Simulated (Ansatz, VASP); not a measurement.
**One calculation of Sr2AlPtC6N6, two programs**

Contents of INCAR:

```
SYSTEM = Sr2AlPtC6N6
ALGO = Normal ; EDIFF = 1E-6
ENCUT = 520 ; GGA = PE
ISIF = 2 ; ISMEAR = 0
ISPIN = 2 ; LASPH = .True.
LCHARG = .False. ; LMAXMIX = 4
LORBIT = 11 ; LREAL = Auto
LWAVE = .False. ; MAGMOM = 0 0 0 1 0 0 0 0 0 0 0 0 0 0 0 0
NBANDS = 62 ; NELM = 150
PREC = Accurate ; SIGMA = 0.1
```

Contents of KPOINTS:

```
k-points
0
Gamma
  4 4 4
  0 0 0
```

The input POSCAR:

```
Sr2AlPtC6N6
1.0
    0.0000000000      5.0495000000      5.0495000000
    5.0495000000      0.0000000000      5.0495000000
    5.0495000000      5.0495000000      0.0000000000
Sr Al Pt C N
2 1 1 6 6
Direct
    0.2500000000      0.2500000000      0.2500000000
    0.7500000000      0.7500000000      0.7500000000
    0.5000000000      0.5000000000      0.5000000000
    0.0000000000      0.0000000000      0.0000000000
    0.8101792300      0.1898207700      0.1898207700
    0.1898207700      0.8101792300      0.1898207700
    0.1898207700      0.1898207700      0.8101792300
    0.1898207700      0.8101792300      0.8101792300
    0.8101792300      0.1898207700      0.8101792300
    0.8101792300      0.8101792300      0.1898207700
    0.6943261700      0.3056738300      0.3056738300
    0.3056738300      0.6943261700      0.3056738300
    0.3056738300      0.3056738300      0.6943261700
    0.3056738300      0.6943261700      0.6943261700
    0.6943261700      0.3056738300      0.6943261700
    0.6943261700      0.6943261700      0.3056738300
```

Input for Ansatz:

```yaml
crystal:
  lattice:
    - [0.0, 5.0495, 5.0495]
    - [5.0495, 0.0, 5.0495]
    - [5.0495, 5.0495, 0.0]
  atoms:
    - { symbol: Sr, position: [0.25, 0.25, 0.25] }
    - { symbol: Sr, position: [0.75, 0.75, 0.75] }
    - { symbol: Al, position: [0.5, 0.5, 0.5] }
    - { symbol: Pt, position: [0.0, 0.0, 0.0], spin: 1.0 }
    - { symbol: C, position: [0.81017923, 0.18982077, 0.18982077] }
    - { symbol: C, position: [0.18982077, 0.81017923, 0.18982077] }
    - { symbol: C, position: [0.18982077, 0.18982077, 0.81017923] }
    - { symbol: C, position: [0.18982077, 0.81017923, 0.81017923] }
    - { symbol: C, position: [0.81017923, 0.18982077, 0.81017923] }
    - { symbol: C, position: [0.81017923, 0.81017923, 0.18982077] }
    - { symbol: "N", position: [0.69432617, 0.30567383, 0.30567383] }
    - { symbol: "N", position: [0.30567383, 0.69432617, 0.30567383] }
    - { symbol: "N", position: [0.30567383, 0.30567383, 0.69432617] }
    - { symbol: "N", position: [0.30567383, 0.69432617, 0.69432617] }
    - { symbol: "N", position: [0.69432617, 0.30567383, 0.69432617] }
    - { symbol: "N", position: [0.69432617, 0.69432617, 0.30567383] }
basis:
  ecutwfc: 420
kpoints:
  mp_grid: { grid: [4, 4, 4] }
hamiltonian:
  xc: pbe
scf:
  occupations: { method: gaussian, width: 0.1 }
  lower_state_search: "off"
output:
  forces: true
  stress: true
  eigenvalues: true
  populations: true
magnetization:
  spin_polarized: true
```

Alike in both runs: task single point; functional PBE; k mesh 4 × 4 × 4; occupations gaussian, width 0.1 eV; collinear spin.

|  | VASP | Ansatz |
| --- | --- | --- |
| version | VASP 6.6.1 | Ansatz 0.2.0 |
| potentials or method | VASP PAW PBE potentials, release 64 (Sr_sv, Al, Pt, C, N), cutoff 520 eV | scalar-relativistic, plane waves, PAW |
| valence electrons in the cell | 87 | 95 |

VASP gave:

```
gap on the k mesh at the Fermi level (eV) : none
pressure (GPa)                            : 11.0
rms of the force components (eV/Å)        : 1.347
net moment per atom (μB)                  : 0.00
```

Question: What did Ansatz give for the same quantities?

Answer: gap on the k mesh at the Fermi level (eV): none; pressure (GPa): 10.7; rms of the force components (eV/Å): 1.212; net moment per atom (μB): 0.00.

Atom by atom the forces differ by 0.189 eV/Å (rms over components). A gap of «none» marks a metal or a gap that the smearing closes. The functional is the same, so the differences come from potentials, cutoffs and numerics. VASP's potentials hold 87 valence electrons a cell and Ansatz's 95, so a difference there can come from the potentials and not from the codes. Ansatz's warnings: seeded moment not kept.

Spin-orbit coupling is off throughout. Noted on VASP's run: the standard files for N, O and F lose accuracy on very short bonds.
